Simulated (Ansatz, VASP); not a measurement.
One calculation of AlN, two programs

Contents of INCAR:

```
ALGO = Normal
EDIFF = 1E-6
ENCUT = 520
GGA = PS
ISIF = 2
ISMEAR = 0
LASPH = T
LCHARG = F
LREAL = F
LWAVE = F
NBANDS = 26
NELM = 80
PREC = Accurate
SIGMA = 0.05
```

Contents of KPOINTS:

```
k-points
0
Gamma
  6 6 6
```

Contents of POSCAR:

```
AlN
1.0
    4.3771405283      0.0000000000      0.0000000000
    0.0000000000     -4.3771405283      0.0000000000
    0.0000000000      0.0000000000     -4.3771405283
Al N
4 4
Direct
   -0.0203547165      0.1151436644     -0.0203547165
    0.5000000000      0.5000000000      0.0000000000
    0.5000000000      0.0000000000      0.5000000000
    0.0000000000      0.5000000000      0.5000000000
    0.7500000000      0.7500000000      0.7500000000
    0.2500000000      0.2500000000      0.7500000000
    0.2500000000      0.7500000000      0.2500000000
    0.7500000000      0.2500000000      0.2500000000
```

Input for Ansatz:

```yaml
crystal:
  lattice:
    - [4.3771405283, 0.0, 0.0]
    - [0.0, -4.3771405283, 0.0]
    - [0.0, 0.0, -4.3771405283]
  atoms:
    - { symbol: Al, position: [-0.0203547165, 0.1151436644, -0.0203547165] }
    - { symbol: Al, position: [0.5, 0.5, 0.0] }
    - { symbol: Al, position: [0.5, 0.0, 0.5] }
    - { symbol: Al, position: [0.0, 0.5, 0.5] }
    - { symbol: "N", position: [0.75, 0.75, 0.75] }
    - { symbol: "N", position: [0.25, 0.25, 0.75] }
    - { symbol: "N", position: [0.25, 0.75, 0.25] }
    - { symbol: "N", position: [0.75, 0.25, 0.25] }
basis:
  ecutwfc: 420
kpoints:
  mp_grid: { grid: [6, 6, 6] }
hamiltonian:
  xc: pbesol
  pseudopotentials: { kind: paw, azcp: { folder: soft_1 } }
scf:
  occupations: { method: gaussian, width: 0.05 }
output:
  forces: true
  stress: true
  eigenvalues: true
```

Alike in both runs: task single point; functional PBEsol; k mesh 6 × 6 × 6; occupations gaussian, width 0.05 eV; no spin polarisation.

```csv
,VASP,Ansatz
version,VASP 6.6.1,Ansatz 0.2.0
potentials or method,"VASP PAW PBE potentials, release 64 (Al, N), cutoff 520 eV","scalar-relativistic, plane waves, PAW"
valence electrons in the cell,32,32
```

|  | VASP | Ansatz | Ansatz less VASP |
| --- | --- | --- | --- |
| gap on the k mesh at the Fermi level (eV) | 0.85 | 0.86 | +0.006 |
| least direct gap on the mesh (eV) | 0.94 | 0.95 | +0.007 |
| pressure (GPa) | 7.9 | 7.7 | -0.17 |
| traceless stress, the component that is largest in VASP (GPa) | 11.11 | 10.87 | -0.249 |
| rms of the force components (eV/Å) | 2.258 | 2.233 | -0.0251 |

VASP's potentials were made for PBE, not for PBEsol, and Ansatz warns of the same on its side. Atom by atom the forces differ by 0.030 eV/Å (rms over components).
